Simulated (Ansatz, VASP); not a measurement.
**Two plane-wave programs on Mo**

```
Mo
1.0
    -1.56473    1.56473    1.56473
     1.56473   -1.56473    1.56473
     1.56473    1.56473   -1.56473
Mo
1
Direct
  0.00000 0.00000 0.00000
```

Alike in both runs: functional PBEsol; k mesh 24 × 24 × 24; no spin polarisation.

Ansatz relaxed the structure, and its values are those at the end. VASP's run is a single point on that final structure, the one shown.

|  | VASP | Ansatz |
| --- | --- | --- |
| version | VASP 6.6.1 | Ansatz 0.2.0 |
| potentials or method | VASP PAW PBE potentials, release 64 (Mo_sv) | plane-wave PAW, scalar-relativistic |
| plane-wave cutoff (eV) | 520 | 420 |
| occupations | methfessel-paxton of order 1, width 0.1 eV | cold, width 0.1 eV |
| valence electrons in the cell | 14 | 14 |

```tsv
	VASP	Ansatz	Ansatz less VASP
pressure (GPa)	0.6	0.0	-0.54
```

VASP's potentials were made for PBE, not for PBEsol.
